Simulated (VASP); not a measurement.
A run of VASP 6.6.1 is set up as follows.

Contents of INCAR:

```
SYSTEM = Ta
PREC = Accurate
ENCUT = 520
EDIFF = 1E-7
ISMEAR = 0
SIGMA = 0.15
LREAL = .FALSE.
LASPH = .TRUE.
NELM = 60
ALGO = Fast
ISIF = 2
LWAVE = .FALSE.
LCHARG = .FALSE.
GGA = PS
NBANDS = 12
```

The input KPOINTS:

```
Automatic mesh
0
G
  22 22 22
  0 0 0
```

Contents of POSCAR:

```
Ta
1.0
   -1.5998718437      1.5998718437      1.7240218987
    1.5998718437     -1.5998718437      1.7240218987
    1.5998718437      1.5998718437     -1.7240218987
Ta
1
Direct
    0.0000000000      0.0000000000      0.0000000000
```

Potentials or basis: VASP PAW PBE potentials, release 64 (Ta_pv).

Run with:

```console
$ cat potpaw_PBE.64/Ta_pv/POTCAR > POTCAR
$ mpirun -np 1 vasp_std > vasp.out
```

**Question.** Predict the band gap on the k mesh.

**Answer.** Zero (an odd number of electrons rules out a gap without spin polarisation).

**Question.** Predict the pressure.

**Answer.** 1.0 GPa.

Stress tensor (GPa, compression positive):
```
 3.78  0.00  0.00
 0.00  3.78  0.00
 0.00  0.00 -4.64
```

Caveat: the PAW data sets were made with another functional, which shifts forces and pressure a little; spin-orbit coupling is left out, which moves the levels of the heavy elements.
